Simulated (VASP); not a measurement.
# Al2BN3 (P4/mmm) in VASP: a series of runs

The runs below take Al2BN3 through single point, with PBE.

Program: VASP 6.6.1. These are calculated values, not measurements. Logs are shortened: lines on timing, memory, paths and dates and some standing lists are left out, and cuts for length are marked.

## (1) The cell of the first run

Symmetry: P4/mmm, No. 123, tetragonal system. Conventional cell: a = 2.797 Å, b = 2.797 Å, c = 7.647 Å, α = 90.00°, β = 90.00°, γ = 90.00°. Within 2.3 Å of Al (site symmetry 4mm) lie 5 N at 1.75 to 2.09 Å. B (site symmetry 4/mmm) has 2 N at 1.41 Å within 1.9 Å. Within 1.9 Å of N (site symmetry 4mm) lie 1 B at 1.41 Å. N (site symmetry 4/mmm) has 2 Al at 1.75 Å within 2.3 Å.

The cell was generated, and may not be a known phase.

## (2) Single point, PBE, collinear spin, ferromagnetic start

INCAR reads:

```
PREC = Accurate
ENCUT = 520
EDIFF = 1E-6
ISMEAR = 0
SIGMA = 0.1
LREAL = False
LASPH = True
NELM = 150
ALGO = Normal
ISIF = 2
LWAVE = False
LCHARG = False
ISPIN = 2
MAGMOM = 0 0 0 1 1 1
LORBIT = 11
GGA = PE
NBANDS = 25
```

KPOINTS reads:

```
regular mesh
0
Gamma
  6 6 2
```

POSCAR reads:

```
Al2BN3
1.0
    2.7967474231      0.0000000000      0.0000000000
    0.0000000000      2.7967474231      0.0000000000
    0.0000000000      0.0000000000      7.6472799007
Al B N
2 1 3
Direct
    0.5000000000      0.5000000000      0.7293965841
    0.5000000000      0.5000000000      0.2706034159
    0.0000000000      0.0000000000      0.0000000000
    0.0000000000      0.0000000000      0.8161351034
    0.0000000000      0.0000000000      0.1838648966
    0.5000000000      0.5000000000      0.5000000000
```

Potentials or basis: VASP PAW PBE potentials, release 64 (Al, B, N).

Command:

```console
cat potpaw_PBE.64/Al/POTCAR potpaw_PBE.64/B/POTCAR potpaw_PBE.64/N/POTCAR > POTCAR
mpirun -np 1 vasp_std > vasp.out
```

OUTCAR:

```text
PREC = Accurate
   ENCUT = 520
   EDIFF = 1E-6
   ISMEAR = 0
   LREAL = False
   LASPH = True
   NELM = 150
   ISIF = 2
   ISPIN = 2
   LORBIT = 11
   GGA = PE

 ion  position               nearest neighbor table
   1  0.500  0.500  0.729-   6 1.75   4 2.09   4 2.09   4 2.09   4 2.09
   2  0.500  0.500  0.271-   6 1.75   5 2.09   5 2.09   5 2.09   5 2.09
   3  0.000  0.000  0.000-   4 1.41   5 1.41
   4  0.000  0.000  0.816-   3 1.41   1 2.09   1 2.09   1 2.09   1 2.09
   5  0.000  0.000  0.184-   3 1.41   2 2.09   2 2.09   2 2.09   2 2.09
   6  0.500  0.500  0.500-   1 1.75   2 1.75

  LATTYP: Found a simple tetragonal cell.
 ALAT       =     2.7967474231
 C/A-ratio  =     2.7343477060

  Lattice vectors:

 A1 = (   2.7967474231,   0.0000000000,   0.0000000000)
 A2 = (   0.0000000000,   2.7967474231,   0.0000000000)
 A3 = (   0.0000000000,   0.0000000000,   7.6472799007)

Analysis of symmetry for initial positions (statically):
=====================================================================
 Subroutine PRICEL returns:
 Original cell was already a primitive cell.

 Routine SETGRP: Setting up the symmetry group for a
 simple tetragonal supercell.

 Subroutine GETGRP returns: Found 16 space group operations
 (whereof 16 operations were pure point group operations)
 out of a pool of 16 trial point group operations.

The static configuration has the point symmetry D_4h.

Analysis of symmetry for dynamics (positions and initial velocities):
=====================================================================
 Subroutine PRICEL returns:
 Original cell was already a primitive cell.

 Routine SETGRP: Setting up the symmetry group for a
 simple tetragonal supercell.

 Subroutine GETGRP returns: Found 16 space group operations
 (whereof 16 operations were pure point group operations)
 out of a pool of 16 trial point group operations.

The dynamic configuration has the point symmetry D_4h.

Analysis of structural, dynamic, and magnetic symmetry:
=====================================================================
 Subroutine PRICEL returns:
 Original cell was already a primitive cell.

 Routine SETGRP: Setting up the symmetry group for a
 simple tetragonal supercell.

 Subroutine GETGRP returns: Found 16 space group operations
 (whereof 16 operations were pure point group operations)
 out of a pool of 16 trial point group operations.

The overall configuration has the point symmetry D_4h.

 Subroutine INISYM returns: Found 16 space group operations
 (whereof 16 operations are pure point group operations),
 and found     1 'primitive' translations

----------------------------------------------------------------------------------------

                                     Primitive cell

  volume of cell :      59.8155

  direct lattice vectors                    reciprocal lattice vectors
     2.796747423  0.000000000  0.000000000     0.357558209  0.000000000  0.000000000
     0.000000000  2.796747423  0.000000000     0.000000000  0.357558209  0.000000000
     0.000000000  0.000000000  7.647279901     0.000000000  0.000000000  0.130765450

  length of vectors
     2.796747423  2.796747423  7.647279901     0.357558209  0.357558209  0.130765450

  position of ions in fractional coordinates (direct lattice)
     0.500000000  0.500000000  0.729396584
     0.500000000  0.500000000  0.270603416
     0.000000000  0.000000000  0.000000000
     0.000000000  0.000000000  0.816135103
     0.000000000  0.000000000  0.183864897
     0.500000000  0.500000000  0.500000000

  ion indices of the primitive-cell ions
   primitive index   ion index
                 1           1
                 2           2
                 3           3
                 4           4
                 5           5
                 6           6

----------------------------------------------------------------------------------------

 KPOINTS: regular mesh

Automatic generation of k-mesh.
 Grid dimensions read from file:
 generate k-points for:    6    6    2

 Generating k-lattice:

[... 57 lines left out ...]

 k-point    20 :       0.5000    0.5000    0.5000
  band No.  band energies     occupation
      1      -9.2322      1.00000
      2      -8.9953      1.00000
      3      -5.1604      1.00000
      4      -1.1237      1.00000
      5      -1.1237      1.00000
      6       0.0845      1.00000
[... 16 lines left out ...]
     23      17.2499      0.00000
     24      19.6625      0.00000
 Fermi energy:         7.5979780543

 spin component 2

 k-point     1 :       0.0000    0.0000    0.0000
  band No.  band energies     occupation
      1     -11.8356      1.00000
      2     -11.1434      1.00000
      3      -7.0831      1.00000
      4      -1.8065      1.00000
      5      -1.3842      1.00000
      6       2.8246      1.00000
[... 16 lines left out ...]
     23      19.6198      0.00000
     24      20.2669      0.00000

 k-point     2 :       0.1667    0.0000    0.0000
  band No.  band energies     occupation
      1     -11.5427      1.00000
      2     -10.8876      1.00000
      3      -6.8599      1.00000
      4      -1.5798      1.00000
      5      -1.1924      1.00000
      6       0.9602      1.00000
[... 16 lines left out ...]
     23      20.1086      0.00000
     24      20.1560      0.00000
[... 457 lines left out ...]
     23      18.2718      0.00000
     24      20.3773      0.00000

 k-point    20 :       0.5000    0.5000    0.5000
  band No.  band energies     occupation
      1      -9.2322      1.00000
      2      -8.9953      1.00000
      3      -5.1605      1.00000
      4      -1.1237      1.00000
      5      -1.1237      1.00000
      6       0.0845      1.00000
[... 16 lines left out ...]
     23      17.2497      0.00000
     24      19.6625      0.00000
 [bands above 24 left out]

------------------------ aborting loop because EDIFF is reached ----------------------------------------

  FORCE on cell =-STRESS in cart. coord.  units (eV):
  Direction    XX          YY          ZZ          XY          YZ          ZX
  --------------------------------------------------------------------------------------
  -------------------------------------------------------------------------------------
  Total       -0.1303439     -0.1303439      0.0685909      0.0000000     -0.0000000      0.0000000
  in kB       -3.4913062     -3.4913062      1.8372299      0.0000000     -0.0000000      0.0000000
  external PRESSURE =      -1.7151275 kB  Pullay stress =       0.0000000 kB

 VOLUME and BASIS-vectors are now :
 -----------------------------------------------------------------------------
  energy-cutoff  :      520.00
  volume of cell :       59.82
      direct lattice vectors                 reciprocal lattice vectors
     2.796747423  0.000000000  0.000000000     0.357558209  0.000000000  0.000000000
     0.000000000  2.796747423  0.000000000     0.000000000  0.357558209  0.000000000
     0.000000000  0.000000000  7.647279901     0.000000000  0.000000000  0.130765450

 POSITION                                       TOTAL-FORCE (eV/Angst)
 -----------------------------------------------------------------------------------
      1.39837      1.39837      5.57790         0.000000     -0.000000      0.014225
      1.39837      1.39837      2.06938        -0.000000      0.000000     -0.014225
      0.00000      0.00000      0.00000        -0.000000     -0.000000      0.000000
      0.00000      0.00000      6.24121        -0.000000     -0.000000     -0.019547
      0.00000      0.00000      1.40607        -0.000000      0.000000      0.019547
      1.39837      1.39837      3.82364        -0.000000     -0.000000      0.000000
 -----------------------------------------------------------------------------------
    total drift:                                0.000000      0.000000     -0.000000

  FREE ENERGIE OF THE ION-ELECTRON SYSTEM (eV)
  ---------------------------------------------------
  free  energy   TOTEN  =       -40.7040967559 eV

  energy  without entropy=      -40.7002422622  energy(sigma->0) =      -40.70216951

 total charge

# of ion       s       p       d       tot
------------------------------------------
    1        0.348   0.393   0.000   0.741
    2        0.348   0.393   0.000   0.741
    3        0.757   1.290   0.000   2.047
    4        1.241   2.619   0.000   3.860
    5        1.241   2.619   0.000   3.860
    6        1.282   2.411   0.000   3.693
--------------------------------------------------
tot          5.219   9.724   0.000  14.943

 magnetization (x)

# of ion       s       p       d       tot
------------------------------------------
    1        0.000   0.000   0.000   0.000
    2        0.000   0.000   0.000   0.000
    3       -0.000  -0.000   0.000  -0.000
    4        0.000  -0.000   0.000  -0.000
    5        0.000  -0.000   0.000  -0.000
    6       -0.000  -0.000   0.000  -0.000
--------------------------------------------------
tot         -0.000  -0.000   0.000  -0.000
```

It took 51 s on 1 thread of Intel Xeon Platinum 8259CL at 2.50GHz (Skylake/Cascade Lake), shared host; peak memory 0.22 GiB.

Results:

```yaml
Free_energy: -40.7041 eV
Pressure: -0.2 GPa
Largest_force: 0.020 eV/Å
Band_gap_on_the_k_mesh: zero (filled and empty bands overlap)
Net_moment: 0.00 μB per cell
Valence_electrons_inside_the_program's_atomic_spheres: Al 0.74; B 2.05; N 3.86, 3.69 (each value once)
```

Forces on the atoms (eV/Å):
```
Al   0.000  0.000  0.014
Al   0.000  0.000 -0.014
B    0.000  0.000  0.000
N    0.000  0.000 -0.020
N    0.000  0.000  0.020
N    0.000  0.000  0.000
```

Stress tensor (GPa, compression positive):
```
-0.35  0.00  0.00
 0.00 -0.35  0.00
 0.00  0.00  0.18
```

Levels at points of the mesh, in eV from the Fermi level:
Spin up:
```tsv
k point	band 10	band 11	band 12	band 13	band 14	band 15
(0.00, 0.00, 0.00)	-3.66	-0.44	0.27	0.27	3.00	5.20
(0.50, 0.00, 0.00)	-3.39	-3.07	-1.37	0.70	4.24	5.25
(0.50, 0.50, 0.00)	-4.15	-3.00	-3.00	-0.60	0.87	0.87
(0.00, 0.00, 0.50)	-3.68	0.01	0.32	0.32	2.77	5.09
(0.50, 0.00, 0.50)	-3.16	-3.08	-0.62	0.70	3.32	5.37
(0.50, 0.50, 0.50)	-4.19	-2.65	-2.65	-0.25	0.14	0.14
```
Spin down:
```csv
k point,band 9,band 10,band 11,band 12,band 13,band 14,band 15,band 16
"(0.00, 0.00, 0.00)",-3.66,-3.66,-0.44,0.27,0.27,3.00,5.20,5.20
"(0.50, 0.00, 0.00)",-4.10,-3.39,-3.07,-1.37,0.70,4.24,5.25,5.90
"(0.50, 0.50, 0.00)",-6.33,-4.15,-3.00,-3.00,-0.60,0.87,0.87,2.07
"(0.00, 0.00, 0.50)",-3.68,-3.68,0.01,0.32,0.32,2.77,5.09,5.09
"(0.50, 0.00, 0.50)",-4.10,-3.16,-3.08,-0.62,0.70,3.32,5.37,5.91
"(0.50, 0.50, 0.50)",-6.37,-4.19,-2.65,-2.65,-0.25,0.14,0.14,1.55
```

Caveat: the k points lie up to 0.41 Å⁻¹ apart, too coarse for converged energies and pressures of a metal.

## (3) Single point, PBE

This run uses another cell than the first one, of 9.86 Å³/atom.

INCAR reads:

```
SYSTEM = Al2BN3
PREC     = Accurate       ! precision mode
ENCUT    = 520            ! plane-wave cutoff, eV
EDIFF    = 1E-6           ! SCF threshold, eV
ISMEAR   = 0              ! smearing method
SIGMA    = 0.1            ! smearing width, eV
LREAL    = .False.        ! projectors in reciprocal space
LASPH    = .True.         ! aspherical terms in the spheres
NELM     = 80             ! most SCF steps
ALGO     = Normal         ! electronic algorithm
ISIF     = 2              ! what is computed and relaxed
LWAVE    = .False.        ! write WAVECAR
LCHARG   = .False.        ! write CHGCAR
GGA      = PE             ! functional
NBANDS   = 21             ! bands
```

KPOINTS reads:

```
regular mesh
0
Gamma
  14 14 6
  0 0 0
```

POSCAR reads:

```
Al2BN3
1.0
    2.7815608753      0.0000000000      0.0000000000
    0.0000000000      2.7815608753      0.0000000000
    0.0000000000      0.0000000000      7.6488339018
Al B N
2 1 3
Direct
    0.5000000000      0.5000000000      0.7306623629
    0.5000000000      0.5000000000      0.2693376371
    0.0000000000      0.0000000000      0.0000000000
    0.0000000000      0.0000000000      0.8150534038
    0.0000000000      0.0000000000      0.1849465962
    0.5000000000      0.5000000000      0.5000000000
```

Potentials or basis: VASP PAW PBE potentials, release 64 (Al, B, N).

Command:

```console
cat potpaw_PBE.64/Al/POTCAR potpaw_PBE.64/B/POTCAR potpaw_PBE.64/N/POTCAR > POTCAR
mpirun -np 1 vasp_std > vasp.out
```

Run time: 2.3 min. Hardware: 1 thread of Intel Xeon Platinum 8259CL at 2.50GHz (Skylake/Cascade Lake), shared host; peak memory 0.28 GiB.

The run converged. Its results:

```
Free energy            : -40.6833 eV
Pressure               : -0.2 GPa
Largest force          : 0.024 eV/Å
Band gap on the k mesh : zero (bands 12 and 13 overlap by 0.95 eV)
```

Forces on the atoms (eV/Å):
```
Al   0.000  0.000  0.024
Al   0.000  0.000 -0.024
B    0.000  0.000  0.000
N    0.000  0.000 -0.016
N    0.000  0.000  0.016
N    0.000  0.000  0.000
```

Stress tensor (GPa, compression positive):
```
-0.37  0.00  0.00
 0.00 -0.37  0.00
 0.00  0.00  0.19
```

Levels at points of the mesh, in eV from the Fermi level:
| k point | band 8 | band 9 | band 10 | band 11 | band 12 | band 13 | band 14 | band 15 | band 16 | band 17 |
| --- | --- | --- | --- | --- | --- | --- | --- | --- | --- | --- |
| (0.00, 0.00, 0.00) | -4.26 | -3.61 | -3.61 | -0.31 | 0.22 | 0.22 | 3.19 | 5.26 | 5.26 | 5.49 |
| (0.50, 0.00, 0.00) | -4.33 | -4.00 | -3.47 | -3.03 | -1.41 | 0.66 | 4.30 | 5.38 | 5.98 | 6.70 |
| (0.50, 0.50, 0.00) | -6.99 | -6.28 | -4.16 | -3.07 | -3.07 | -0.48 | 0.85 | 0.85 | 2.21 | 5.57 |
| (0.00, 0.00, 0.50) | -4.67 | -3.64 | -3.64 | 0.14 | 0.27 | 0.27 | 2.97 | 5.16 | 5.16 | 5.78 |
| (0.50, 0.00, 0.50) | -4.99 | -4.00 | -3.23 | -3.03 | -0.67 | 0.66 | 3.38 | 5.42 | 5.99 | 7.28 |
| (0.50, 0.50, 0.50) | -6.96 | -6.32 | -4.20 | -2.73 | -2.73 | -0.15 | 0.14 | 0.14 | 1.71 | 7.26 |

## (4) Single point, PBE, collinear spin, ferromagnetic start

This run uses another cell than the first one, of 14.47 Å³/atom.

INCAR reads:

```
PREC = Accurate
ENCUT = 520
EDIFF = 1E-6
ISMEAR = 0
SIGMA = 0.1
LREAL = F
LASPH = T
NELM = 150
ALGO = Normal
ISIF = 2
LWAVE = F
LCHARG = F
ISPIN = 2
MAGMOM = 0 0 0 1 1 1
LORBIT = 11
GGA = PE
NBANDS = 25
```

KPOINTS reads:

```
regular mesh
0
Gamma
  6 6 2
```

POSCAR reads:

```
Al2BN3
1.0
    2.8571467200      0.0000000000      0.0000000000
    0.0000000000      2.8571467200      0.0000000000
    0.0000000000      0.0000000000     10.6320131400
Al B N
2 1 3
Direct
    0.5000000000      0.5000000000      0.8681410000
    0.5000000000      0.5000000000      0.1318590000
    0.0000000000      0.0000000000      0.0000000000
    0.0000000000      0.0000000000      0.6647679800
    0.0000000000      0.0000000000      0.3352320200
    0.5000000000      0.5000000000      0.5000000000
```

Command:

```console
cat potpaw_PBE.64/Al/POTCAR potpaw_PBE.64/B/POTCAR potpaw_PBE.64/N/POTCAR > POTCAR
mpirun -np 1 vasp_std > vasp.out
```

Wall time 4 min (1 thread of Intel Xeon Platinum 8259CL at 2.50GHz (Skylake/Cascade Lake), shared host); peak memory 0.27 GiB.

Results (log left out):

| Property | Result |
| --- | --- |
| Free energy | -22.2674 eV |
| Pressure | -18.1 GPa |
| Largest force | 1.253 eV/Å |
| Net moment | 2.68 μB per cell |
| Site moments | Al -0.03; B -0.02; N +0.76, +0.57 (each value once) μB |
| Valence electrons inside the program's atomic spheres | Al 0.68; B 1.63; N 3.25, 3.18 (each value once) |

Forces on the atoms (eV/Å):
```
Al   0.000  0.000 -1.253
Al   0.000  0.000  1.253
B    0.000  0.000  0.000
N    0.000  0.000  0.721
N    0.000  0.000 -0.721
N    0.000  0.000  0.000
```

Stress tensor (GPa, compression positive):
```
-14.97   0.00   0.00
  0.00 -14.97   0.00
  0.00   0.00 -24.30
```

Levels at points of the mesh, in eV from the Fermi level:
Spin up:
```csv
k point,band 10,band 11,band 12,band 13,band 14,band 15,band 16,band 17
"(0.00, 0.00, 0.00)",-0.05,-0.05,0.29,0.65,0.65,0.70,2.05,2.05
"(0.50, 0.00, 0.00)",-1.74,-0.84,-0.37,0.12,0.24,0.27,0.88,1.88
"(0.50, 0.50, 0.00)",-2.38,-1.44,-1.26,-1.09,-0.79,-0.79,-0.06,0.44
"(0.00, 0.00, 0.50)",-0.73,-0.05,-0.05,0.66,0.66,1.60,2.04,2.04
"(0.50, 0.00, 0.50)",-1.61,-1.14,0.12,0.15,0.24,0.24,0.27,2.21
"(0.50, 0.50, 0.50)",-2.21,-1.50,-1.44,-0.95,-0.95,-0.73,-0.04,0.32
```
Spin down:
```tsv
k point	band 6	band 7	band 8	band 9	band 10	band 11	band 12	band 13	band 14	band 15
(0.00, 0.00, 0.00)	-3.08	-1.82	0.44	0.98	0.98	1.64	1.64	1.68	1.98	1.98
(0.50, 0.00, 0.00)	-3.83	-3.74	-2.18	-2.15	-1.66	0.41	1.04	1.17	1.98	2.02
(0.50, 0.50, 0.00)	-4.11	-1.83	-1.83	-1.51	-1.19	-1.19	-0.62	-0.38	0.32	0.89
(0.00, 0.00, 0.50)	-3.41	-0.77	-0.75	0.99	0.99	1.59	1.59	2.05	2.05	2.44
(0.50, 0.00, 0.50)	-3.94	-3.39	-3.10	-1.70	-0.49	-0.36	0.03	1.77	1.99	2.02
(0.50, 0.50, 0.50)	-4.11	-1.95	-1.95	-1.51	-0.89	-0.89	-0.73	-0.36	0.34	0.34
```

Caveat: the k points lie up to 0.37 Å⁻¹ apart; forces of over 1 eV/Å act on the atoms, so gaps and moduli don't describe the material at rest.

## (5) Overview

| spin | cell | k mesh | gap on the mesh (eV) | pressure (GPa) | moment (μB) | largest force (eV/Å) |
| --- | --- | --- | --- | --- | --- | --- |
| collinear, ferromagnetic start | a = 2.797, b = 2.797, c = 7.647 Å, 6 atoms, atomic positions A | 6 × 6 × 2 | none | -0.2 | 0.00 | 0.02 |
| off | a = 2.782, b = 2.782, c = 7.649 Å, 6 atoms, atomic positions B | 14 × 14 × 6 | none | -0.2 | - | 0.02 |
| collinear, ferromagnetic start | a = 2.857, b = 2.857, c = 10.632 Å, 6 atoms, atomic positions C | 6 × 6 × 2 | none | -18.1 | 2.68 | 1.25 |

Alike in all rows: task single point; level PBE; potentials or basis VASP PAW PBE potentials, release 64 (Al, B, N); cutoff (eV) 520; smearing gaussian 0.1 eV.

Caveats: some runs use coarse meshes; forces of over 1 eV/Å act on the atoms, so gaps and moduli don't describe the material at rest (at least some runs).

Total energies depend on the potentials used, so only differences within one code and one set of settings carry meaning.
